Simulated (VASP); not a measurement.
# Zn18O17 (a cell with a defect) in VASP: single point with PBE

Aim: the single point of Zn18O17 (a cell with a defect) with PBE.

Everything below comes from runs of VASP 6.6.1. Logs are shortened: lines on timing, memory, paths and dates and some standing lists are left out, and cuts for length are marked.

**1. The cell of the first run**

The cell holds a defect, 35 atoms: a = 7.764 Å, b = 7.764 Å, c = 7.764 Å, α = 78.63°, β = 78.63°, γ = 78.63°.

**2. Single point, PBE**

INCAR reads:

```
PREC     = Accurate       # precision mode
ENCUT    = 520            # plane-wave cutoff, eV
EDIFF    = 1E-7           # SCF threshold, eV
ISMEAR   = 0              # smearing method
SIGMA    = 0.02           # smearing width, eV
LREAL    = Auto         
LASPH    = True           # aspherical terms in the spheres
NELM     = 60             # most SCF steps
ALGO     = Normal         # electronic algorithm
ISIF     = 2              # what is computed and relaxed
LWAVE    = False          # write WAVECAR
LCHARG   = False          # write CHGCAR
GGA      = PE             # functional
NBANDS   = 182            # bands
```

KPOINTS reads:

```
Automatic mesh
0
Gamma
  2 2 2
  0.5 0.5 0.5
```

POSCAR reads:

```
Zn18O17
1.0
    0.0000000000      5.6802364152     -5.2932739790
    4.9192290350     -2.8401182076     -5.2932739790
   -4.9192290350     -2.8401182076     -5.2932739790
Zn O
18 17
Direct
    0.0629723165      0.0534357912      0.3963055759
    0.4017375636      0.7183647893      0.3928042210
    0.0605695654      0.3851550648      0.0483242346
    0.7149906463      0.3851551606      0.3939028729
    0.3921514127      0.0470591771      0.0544269983
    0.0594709410      0.7183647799      0.7350708530
    0.7263440551      0.7190492726      0.0596774530
    0.3929374343      0.3753310598      0.7262708083
    0.7210937329      0.0470591204      0.7254847388
    0.7789909488      0.1151705999      0.1123244222
    0.1141413272      0.7923626278      0.1063079684
    0.7766670024      0.4457676012      0.7784406661
    0.4451073029      0.4457676059      0.1100003569
    0.1096377555      0.1225803388      0.7545730714
    0.7729745484      0.7923625886      0.4474746015
    0.4430701376      0.7759949294      0.7764035300
    0.1031518089      0.4915999646      0.4364852306
    0.4212397464      0.1225801873      0.4429710431
    1.1589654028      0.2406212111      0.4922984538
    0.3263492032      0.9708774257      0.3126218379
    0.9902557096      0.6460718813      0.9969528807
    0.6636194511      0.6460718389      0.3235889887
    0.3209934224      0.3122579374      0.9858220216
    0.9792885469      0.9708775077      0.6596826052
    0.6558483315      0.9816273927      0.9891816253
    0.3198761468      0.6340043415      0.6532093835
    0.6524886623      0.3122579365      0.6543267827
    0.9325659183      0.9372114526      0.2658993473
    0.2694533200      0.6083741165      0.2543979166
    0.9329800214      0.2633095634      0.9239970364
    0.5906636099      0.2633096423      0.2663133650
    0.2602435684      0.9396689558      0.9138352328
    0.9210646043      0.6083741068      0.6027866459
    0.5961772306      0.5986162111      0.9295105420
    0.5805018347      0.9396689799      0.5935769423
```

Potentials or basis: VASP PAW PBE potentials, release 64 (Zn, O).

On the command line:

```console
$ cat potpaw_PBE.64/Zn/POTCAR potpaw_PBE.64/O/POTCAR > POTCAR
$ mpirun -np 1 vasp_std > vasp.out
```

OUTCAR:

```text
PREC = Accurate
   ENCUT = 520
   EDIFF = 1E-7
   ISMEAR = 0
   LREAL = Auto
   LASPH = True
   NELM = 60
   ISIF = 2
   GGA = PE

 ion  position               nearest neighbor table
   1  0.063  0.053  0.396-  28 2.00  20 2.03  24 2.03  19 2.07  18 3.04  14 3.04
   2  0.402  0.718  0.393-  20 1.95  22 1.99  26 2.01  29 2.02
   3  0.061  0.385  0.048-  21 1.97  23 1.98  30 1.98
   4  0.715  0.385  0.394-  22 1.97  27 1.98  31 1.98
   5  0.392  0.047  0.054-  20 1.97  25 2.00  23 2.02  32 2.02
   6  0.059  0.718  0.735-  24 1.95  21 1.99  26 2.01  33 2.02
   7  0.726  0.719  0.060-  25 2.00  22 2.00  21 2.00  34 2.02
   8  0.393  0.375  0.726-  23 1.97  27 1.97  26 1.98
   9  0.721  0.047  0.725-  24 1.97  25 2.00  27 2.02  35 2.02
  10  0.779  0.115  0.112-  28 2.00  25 2.01  31 2.02  30 2.02
  11  0.114  0.792  0.106-  32 2.00  28 2.01  29 2.01  21 2.02
  12  0.777  0.446  0.778-  33 2.00  30 2.00  34 2.00  27 2.02
  13  0.445  0.446  0.110-  29 2.00  31 2.00  34 2.00  23 2.02
  14  0.110  0.123  0.755-  24 2.02  30 2.02  32 2.03  19 2.06   1 3.04
  15  0.773  0.792  0.447-  35 2.00  28 2.01  33 2.01  22 2.02
  16  0.443  0.776  0.776-  34 2.00  32 2.00  35 2.00  26 2.06
  17  0.103  0.492  0.436-  19 1.89  33 1.93  29 1.93
  18  0.421  0.123  0.443-  20 2.02  31 2.02  35 2.03  19 2.06   1 3.04
  19  0.159  0.241  0.492-  17 1.89  18 2.06  14 2.06   1 2.07
  20  0.326  0.971  0.313-   2 1.95   5 1.97  18 2.02   1 2.03
  21  0.990  0.646  0.997-   3 1.97   6 1.99   7 2.00  11 2.02
  22  0.664  0.646  0.324-   4 1.97   2 1.99   7 2.00  15 2.02
  23  0.321  0.312  0.986-   8 1.97   3 1.98   5 2.02  13 2.02
  24  0.979  0.971  0.660-   6 1.95   9 1.97  14 2.02   1 2.03
[... 9 lines left out ...]
  34  0.596  0.599  0.930-  16 2.00  12 2.00  13 2.00   7 2.02
  35  0.581  0.940  0.594-  16 2.00  15 2.00   9 2.02  18 2.03

  LATTYP: Found a trigonal (rhomboedric) cell.
 ALAT       =     7.7642665558
 COS(alpha) =     0.1971707095

  Lattice vectors:

 A1 = (   0.0000000000,   5.6802364152,  -5.2932739790)
 A2 = (   4.9192290350,  -2.8401182076,  -5.2932739790)
 A3 = (  -4.9192290350,  -2.8401182076,  -5.2932739790)

Analysis of symmetry for initial positions (statically):
=====================================================================
 Subroutine PRICEL returns:
 Original cell was already a primitive cell.

 Routine SETGRP: Setting up the symmetry group for a
 trigonal (rhombohedral) supercell.

 Subroutine GETGRP returns: Found  2 space group operations
 (whereof  1 operations were pure point group operations)
 out of a pool of 12 trial point group operations.

The static configuration has the point symmetry C_1 .
 The point group associated with its full space group is C_1h.

Analysis of symmetry for dynamics (positions and initial velocities):
=====================================================================
 Subroutine PRICEL returns:
 Original cell was already a primitive cell.

 Routine SETGRP: Setting up the symmetry group for a
 trigonal (rhombohedral) supercell.

 Subroutine GETGRP returns: Found  2 space group operations
 (whereof  1 operations were pure point group operations)
 out of a pool of 12 trial point group operations.

The dynamic configuration has the point symmetry C_1 .
 The point group associated with its full space group is C_1h.

 Subroutine INISYM returns: Found  2 space group operations
 (whereof  1 operations are pure point group operations),
 and found     1 'primitive' translations

----------------------------------------------------------------------------------------

                                     Primitive cell

  volume of cell :     443.7201

  direct lattice vectors                    reciprocal lattice vectors
     0.000000000  5.680236415 -5.293273979     0.000000000  0.117366007 -0.062972998
     4.919229035 -2.840118208 -5.293273979     0.101641944 -0.058683003 -0.062972998
    -4.919229035 -2.840118208 -5.293273979    -0.101641944 -0.058683003 -0.062972998

  length of vectors
     7.764266556  7.764266556  7.764266556     0.133193011  0.133193011  0.133193011

  position of ions in fractional coordinates (direct lattice)
     0.062972317  0.053435791  0.396305576
     0.401737564  0.718364789  0.392804221
     0.060569565  0.385155065  0.048324235
     0.714990646  0.385155161  0.393902873
     0.392151413  0.047059177  0.054426998
     0.059470941  0.718364780  0.735070853
[... 27 lines left out ...]
     0.596177231  0.598616211  0.929510542
     0.580501835  0.939668980  0.593576942

  ion indices of the primitive-cell ions
   primitive index   ion index
                 1           1
                 2           2
                 3           3
                 4           4
                 5           5
                 6           6
[... 27 lines left out ...]
                34          34
                35          35

----------------------------------------------------------------------------------------

 KPOINTS: Automatic mesh

Automatic generation of k-mesh.
 Grid dimensions read from file:
 generate k-points for:    2    2    2

 Generating k-lattice:

  Cartesian coordinates                     Fractional coordinates (reciprocal lattice)
     0.000000000  0.058683003 -0.031486499     0.500000000  0.000000000  0.000000000
     0.050820972 -0.029341502 -0.031486499     0.000000000  0.500000000 -0.000000000
    -0.050820972 -0.029341502 -0.031486499     0.000000000 -0.000000000  0.500000000

  Length of vectors
     0.066596505  0.066596505  0.066596505

  Shift w.r.t. Gamma in fractional coordinates (k-lattice)
     0.500000000  0.500000000  0.500000000

 Subroutine IBZKPT returns following result:
 ===========================================

 Found      3 irreducible k-points:

 Following reciprocal coordinates:
            Coordinates               Weight
  0.250000  0.250000  0.250000      2.000000
 -0.250000  0.250000  0.250000      4.000000
  0.250000 -0.250000  0.250000      2.000000
   k-points           NKPTS =      3   k-points in BZ     NKDIM =      3   number of bands    NBANDS=    182
   number of dos      NEDOS =    301   number of ions     NIONS =     35
   total plane-waves  NPLWV = 216000
   dimension x,y,z NGX =    60 NGY =   60 NGZ =   60
   dimension x,y,z NGXF=   120 NGYF=  120 NGZF=  120
   ions per type =              18  17
   NGX,Y,Z   is equivalent  to a cutoff of  12.85, 12.85, 12.85 a.u.
   NGXF,Y,Z  is equivalent  to a cutoff of  25.69, 25.69, 25.69 a.u.
 SYSTEM =  unknown system
   PREC   = accura    normal or accurate (medium, high low for compatibility)
   ISTART =      0    job   : 0-new  1-cont  2-samecut
   ICHARG =      2    charge: 1-file 2-atom 10-const
   ISPIN  =      1    spin polarized calculation?
   LNONCOLLINEAR =      F non collinear calculations
   LSORBIT =      F    spin-orbit coupling
   LASPH  =      T    aspherical Exc in radial PAW
   ENCUT  =  520.0 eV  38.22 Ry    6.18 a.u.  14.44 14.44 14.44*2*pi/ulx,y,z
   NELM   =     60;   NELMIN=  2; NELMDL= -5     # of ELM steps
   EDIFF  = 0.1E-06   stopping-criterion for ELM
   LREAL  =      T    real-space projection
   EDIFFG = 0.1E-05   stopping-criterion for IOM
   NSW    =      0    number of steps for IOM
   IBRION =     -1    ionic relax: 0-MD 1-quasi-New 2-CG
   NFREE  =      0    steps in history (QN), initial steepest desc. (CG)
   ISIF   =      2    stress and relaxation
   ISYM   =      2    0-nonsym 1-usesym 2-fastsym
   POTIM  = 0.5000    time-step for ionic-motion
   TEBEG  =    0.0;   TEEND  =   0.0 temperature during run
   PSTRESS=    0.0 pullay stress
   NELECT =     318.0000    total number of electrons
   NUPDOWN=      -1.0000    fix difference up-down
   EMIN   =  10.00;   EMAX   =-10.00  energy-range for DOS
   EFERMI =   0.00;   METHOD = LEGACY
   ISMEAR =     0;   SIGMA  =   0.02  broadening in eV -4-tet -1-fermi 0-gaus
   EFERMI_NEDOS =   21; number of points for ismear=-14 and -15
   IALGO  =     38    algorithm
   IMIX   =      4    mixing-type and parameters
     AMIX     =   0.40;   BMIX     =  1.00
     AMIX_MAG =   1.60;   BMIX_MAG =  1.00
  volume/ion in A,a.u.               =      12.68        85.55
  Fermi-wavevector in a.u.,A,eV,Ry     =   1.465033  2.768512 29.202493  2.146323
  Thomas-Fermi vector in A             =   2.580938
   LORBIT       =      0    0 simple, 1 ext, 2 COOP (PROOUT), +10 PAW based schemes
   GGA     = PE    functional components
   LHFCALC =     F    Hartree Fock is set to
   AEXX    =    0.0000 exact exchange contribution
   IVDW    =     0    specifies the selected vdW correction
   LEPSILON=     F    determine dielectric tensor
   LRPA    =     F    only Hartree local field effects (RPA)
 non-spin polarized calculation
 Gauss-broadening in eV      SIGMA  =   0.02
  energy-cutoff  :      520.00
  volume of cell :      443.72
 maximum number of plane-waves:     11981
 NGX is ok and might be reduce to    60
   NGX = 29   NGY = 29   NGZ = 29

 number of electron     318.0000025 magnetization

 Free energy of the ion-electron system (eV)
  ---------------------------------------------------
  ext. energy  EPLUGINS =         0.00000000
  ---------------------------------------------------
  free energy    TOTEN  =      -150.16483792 eV

  energy without entropy =     -150.16483792  energy(sigma->0) =     -150.16483792

 E-fermi :   2.2916     XC(G=0): -10.6635

 val. band max:        2.1532793496   @ k =   0.2500  -0.2500   0.2500
 cond. band min:       2.9862152203   @ k =   0.2500   0.2500   0.2500
 fundamental gap:      0.8329358708
 Fermi energy:         2.2915695268

 k-point     1 :       0.2500    0.2500    0.2500
  band No.  band energies     occupation
      1     -16.9405      2.00000
      2     -16.6534      2.00000
      3     -16.6501      2.00000
      4     -16.5839      2.00000
      5     -16.5292      2.00000
      6     -16.4933      2.00000
[... 163 lines left out ...]
    170       6.7730      0.00000
    171       6.8246      0.00000

 k-point     2 :      -0.2500    0.2500    0.2500
  band No.  band energies     occupation
      1     -16.8922      2.00000
      2     -16.7347      2.00000
      3     -16.6436      2.00000
      4     -16.6130      2.00000
      5     -16.5345      2.00000
      6     -16.5005      2.00000
[... 163 lines left out ...]
    170       6.7560      0.00000
    171       6.8106      0.00000

 k-point     3 :       0.2500   -0.2500    0.2500
  band No.  band energies     occupation
      1     -16.8937      2.00000
      2     -16.7113      2.00000
      3     -16.6683      2.00000
      4     -16.6214      2.00000
      5     -16.5408      2.00000
      6     -16.4798      2.00000
[... 163 lines left out ...]
    170       6.5053      0.00000
    171       6.7335      0.00000
 [bands above 171 left out]

------------------------ aborting loop because EDIFF is reached ----------------------------------------

  FORCE on cell =-STRESS in cart. coord.  units (eV):
  Direction    XX          YY          ZZ          XY          YZ          ZX
  --------------------------------------------------------------------------------------
  -------------------------------------------------------------------------------------
  Total        5.0616098      4.1466385      3.5440562     -0.7923884      1.2907422     -2.2356332
  in kB       18.2763793     14.9726158     12.7968210     -2.8611432      4.6605913     -8.0723885
  external PRESSURE =      15.3486054 kB  Pullay stress =       0.0000000 kB

 VOLUME and BASIS-vectors are now :
 -----------------------------------------------------------------------------
  energy-cutoff  :      520.00
  volume of cell :      443.72
      direct lattice vectors                 reciprocal lattice vectors
     0.000000000  5.680236415 -5.293273979     0.000000000  0.117366007 -0.062972998
     4.919229035 -2.840118208 -5.293273979     0.101641944 -0.058683003 -0.062972998
    -4.919229035 -2.840118208 -5.293273979    -0.101641944 -0.058683003 -0.062972998

 POSITION                                       TOTAL-FORCE (eV/Angst)
 -----------------------------------------------------------------------------------
     -1.68666     -0.91962     -2.71393         0.164847     -0.095175     -0.097927
      1.60151     -0.87389     -8.00823        -0.000225      0.018598      0.071438
      1.65695     -0.88708     -2.61514        -0.291128     -0.269889     -0.075348
     -0.04303      1.84870     -7.90841         0.088167      0.387069     -0.075348
     -0.03624      1.93928     -2.61296         0.031440      0.006501      0.024267
     -0.08218     -3.79012     -8.00823        -0.016219     -0.009104      0.071438
[... 27 lines left out ...]
     -1.62775     -0.95363    -11.24452         0.020200     -0.011663      0.038869
      1.70251     -1.05721    -11.18865         0.047330     -0.057035      0.031271
 -----------------------------------------------------------------------------------
    total drift:                                0.004811     -0.009611      0.020751

  FREE ENERGIE OF THE ION-ELECTRON SYSTEM (eV)
  ---------------------------------------------------
  free  energy   TOTEN  =      -150.1648379184 eV

  energy  without entropy=     -150.1648379184  energy(sigma->0) =     -150.16483792
```

Run time: 12 min. Hardware: 1 thread of AMD EPYC 7R13 (Zen 3), shared host; peak memory 0.53 GiB.

Results:

| Property | Result |
| --- | --- |
| Free energy | -150.1648 eV |
| Pressure | 1.5 GPa |
| Largest force | 1.014 eV/Å |
| Band gap on the k mesh | 0.83 eV |

Forces in eV/Å, atoms in the order of the input:
```
Zn   0.165 -0.095 -0.098
Zn   0.000  0.019  0.071
Zn  -0.291 -0.270 -0.075
Zn   0.088  0.387 -0.075
Zn   0.031  0.007  0.024
Zn  -0.016 -0.009  0.071
Zn  -0.003  0.002  0.002
Zn   0.064 -0.037 -0.352
Zn   0.010 -0.030  0.024
Zn   0.010 -0.006 -0.022
Zn   0.010 -0.038  0.011
Zn   0.007  0.004  0.029
Zn   0.000 -0.008  0.029
Zn  -0.180 -0.123  0.067
Zn   0.038  0.011  0.011
Zn   0.007 -0.004  0.019
Zn   0.111 -0.064  0.234
Zn   0.017  0.218  0.067
O   -0.609  0.351 -0.731
O    0.041 -0.036  0.118
O    0.053 -0.004 -0.003
O    0.030 -0.044 -0.003
O   -0.001 -0.068  0.064
O    0.051 -0.017  0.118
O    0.018 -0.010  0.004
O    0.058 -0.034  0.024
O    0.058  0.035  0.064
O    0.021 -0.012 -0.025
O    0.022 -0.001  0.065
O    0.026  0.000  0.047
O    0.013 -0.023  0.047
O    0.073 -0.012  0.031
O    0.012 -0.019  0.065
O    0.020 -0.012  0.039
O    0.047 -0.057  0.031
```
